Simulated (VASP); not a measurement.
Wanted: the native input for a VASP 6.6.1 run.

```yaml
Task: single point
Functional: r2SCAN
Potentials_or_basis: VASP PAW PBE potentials, release 64 (Li_sv, Cl)
Cutoff: 520 eV
k_mesh: 8 × 8 × 8
Occupations: gaussian, width 0.01 eV
Spin: no spin polarisation
Dipole_correction: no
Further_INCAR_settings: ALGO = Normal; EDIFF = 1e-06; NBANDS = 12
```

Crystal: LiCl.

```
Li Cl
1.0
     3.43403    0.00000    0.00000
     0.00000    3.43403    0.00000
     0.00000    0.00000    3.27112
Li Cl
1 1
Direct
  0.00000 0.00000 0.00000
  0.50000 0.50000 0.50000
```

This cell differs from its parent crystal: biaxial xy strain +5.0%.

One way to write it, as run:

POSCAR

```
LiCl
1.0
    3.4340255319      0.0000000000      0.0000000000
    0.0000000000      3.4340255319      0.0000000000
    0.0000000000      0.0000000000      3.2711235777
Li Cl
1 1
Direct
    0.0000000000      0.0000000000      0.0000000000
    0.5000000000      0.5000000000      0.5000000000
```

INCAR.step1

```
  ALGO = Normal
  EDIFF = 1E-4
  ENCUT = 520
  GGA = PE
  ISMEAR = 0
  LASPH = T
  LCHARG = F
  LREAL = F
  LWAVE = T
  NBANDS = 12
  NELM = 100
  PREC = Accurate
  SIGMA = 0.01
```

INCAR.step2

```
  ALGO = Normal
  EDIFF = 1E-6
  ENCUT = 520
  ISIF = 2
  ISMEAR = 0
  ISTART = 1
  LASPH = T
  LCHARG = F
  LMIXTAU = T
  LREAL = F
  LWAVE = F
  METAGGA = R2SCAN
  NBANDS = 12
  NELM = 100
  PREC = Accurate
  SIGMA = 0.01
```

KPOINTS

```
k-points
0
Gamma
  8 8 8
```

Potentials or basis: VASP PAW PBE potentials, release 64 (Li_sv, Cl).

Run with:

```bash
$ cat potpaw_PBE.64/Li_sv/POTCAR potpaw_PBE.64/Cl/POTCAR > POTCAR
$ cp INCAR.step1 INCAR
$ mpirun -np 1 vasp_std > vasp.out
$ cp INCAR.step2 INCAR
$ mpirun -np 1 vasp_std > vasp.out
```

It gave:

```
Band gap on the k mesh : 4.70 eV (least direct gap 5.30 eV)
```

Caveat: the cell differs from its parent crystal (biaxial xy strain +5.0%); the structure was generated, so it needn't be the stable form of LiCl.

Wall time 2 min on 1 thread of Intel Xeon 8259CL (shared host), peak memory 0.17 GiB.
